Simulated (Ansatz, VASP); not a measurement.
## CdS: VASP beside Ansatz

```xyz
2
Lattice="0.0000 2.9635 2.9635 2.9635 0.0000 2.9635 2.9635 2.9635 0.0000" Properties=species:S:1:pos:R:3 pbc="T T T"
Cd    0.0000    0.0000    0.0000
S     1.4817    1.4817    1.4817
```

Alike in both runs: functional PBE; k mesh 8 × 8 × 8; occupations gaussian, width 0.02 eV; no spin polarisation.

Ansatz relaxed the structure, and its values are those at the end. VASP's run is a single point on that final structure, the one shown.

|  | VASP | Ansatz |
| --- | --- | --- |
| version | VASP 6.6.1 | Ansatz 0.2.0 |
| potentials or method | VASP PAW PBE potentials, release 64 (Cd, S), cutoff 500 eV | scalar-relativistic, plane waves, PAW |
| valence electrons in the cell | 18 | 26 |

VASP gave:

```
gap on the k mesh at the Fermi level (eV) : 1.04
least direct gap on the mesh (eV)         : 1.04
pressure (GPa)                            : 0.3
```

Q: Which values does Ansatz return?

A: gap on the k mesh at the Fermi level (eV): 1.04; least direct gap on the mesh (eV): 1.04; pressure (GPa): 0.0.

The functional is the same, so the differences come from potentials, cutoffs and numerics. VASP's potentials hold 18 valence electrons a cell and Ansatz's 26, so a difference there can come from the potentials and not from the codes.
